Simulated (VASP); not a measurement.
A run of VASP 6.6.1 is set up as follows.

INCAR

```
  PREC = Accurate
  ENCUT = 520
  EDIFF = 1E-7
  ISMEAR = 0
  SIGMA = 0.1
  LREAL = False
  LASPH = True
  NELM = 80
  ALGO = Normal
  ISIF = 2
  LWAVE = False
  LCHARG = False
  GGA = PS
  NBANDS = 9
```

KPOINTS

```
regular mesh
0
Gamma
  15 15 8
```

The input POSCAR:

```
Mg
1.0
    3.1882005271      0.0000000000      0.0000000000
   -1.5941002635      2.7610626488      0.0000000000
    0.0000000000      0.0000000000      5.1084714546
Mg
2
Direct
    0.3333333333      0.6666666667      0.2500000000
    0.6666666667      0.3333333333      0.7500000000
```

Potentials or basis: VASP PAW PBE potentials, release 64 (Mg).

The run is started by

```console
$ cat potpaw_PBE.64/Mg/POTCAR > POTCAR
$ mpirun -np 1 vasp_std > vasp.out
```

Estimate the pressure.

0.0 GPa.

Estimate the band gap on the k mesh.

zero (band 2 reaches 3.60 eV, above the bottom of band 3 at 1.59 eV).

Caveat: the PAW data sets were made with another functional, which shifts forces and pressure a little.
